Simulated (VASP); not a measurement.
Here is a VASP 6.6.1 calculation.

File POSCAR:

```
AgCl
1.0
    3.3955880419      0.0000000000      0.0000000000
    0.0000000000      3.3955880419      0.0000000000
    0.0000000000      0.0000000000      3.3955880419
Ag Cl
1 1
Direct
    0.0000000000      0.0000000000      0.0000000000
    0.5000000000      0.5000000000      0.5000000000
```

INCAR.step1

```
ALGO     = Normal         # electronic algorithm
EDIFF    = 1E-5           # SCF threshold, eV
ENCUT    = 520            # plane-wave cutoff, eV
GGA      = PE             # functional
ISIF     = 2              # what is computed and relaxed
ISMEAR   = 0              # smearing method
LASPH    = T              # aspherical terms in the spheres
LCHARG   = F              # write CHGCAR
LREAL    = F              # projectors in reciprocal space
LWAVE    = T              # write WAVECAR
NBANDS   = 16             # bands
NELM     = 100            # most SCF steps
PREC     = Accurate       # precision mode
SIGMA    = 0.01           # smearing width, eV
```

INCAR.step2

```
AEXX     = 0.1            # exact-exchange fraction
ALGO     = Normal         # electronic algorithm
EDIFF    = 1E-6           # SCF threshold, eV
ENCUT    = 520            # plane-wave cutoff, eV
GGA      = PE             # functional
HFSCREEN = 0.5            # screening, 1/A
ISIF     = 2              # what is computed and relaxed
ISMEAR   = 0              # smearing method
ISTART   = 1            
LASPH    = T              # aspherical terms in the spheres
LCHARG   = F              # write CHGCAR
LHFCALC  = T              # exact exchange
LREAL    = F              # projectors in reciprocal space
LWAVE    = F              # write WAVECAR
NBANDS   = 16             # bands
NELM     = 100            # most SCF steps
PREC     = Accurate       # precision mode
PRECFOCK = Normal       
SIGMA    = 0.01           # smearing width, eV
```

The input KPOINTS:

```
k-points
0
Gamma
  4 4 4
```

Potentials or basis: VASP PAW PBE potentials, release 64 (Ag, Cl).

Command:

```sh
$ cat potpaw_PBE.64/Ag/POTCAR potpaw_PBE.64/Cl/POTCAR > POTCAR
$ cp INCAR.step1 INCAR
$ mpirun -np 1 vasp_std > vasp.out
$ cp INCAR.step2 INCAR
$ mpirun -np 1 vasp_std > vasp.out
```

(1) Estimate the pressure.

(2) What does it give for the band gap on the k mesh?

Results:

(1) 1.6 GPa.

(2) 0.91 eV, indirect (least direct gap 2.48 eV).

Caveat: the k points lie up to 0.46 Å⁻¹ apart; the PAW data sets were made with another functional, which shifts forces and pressure a little.
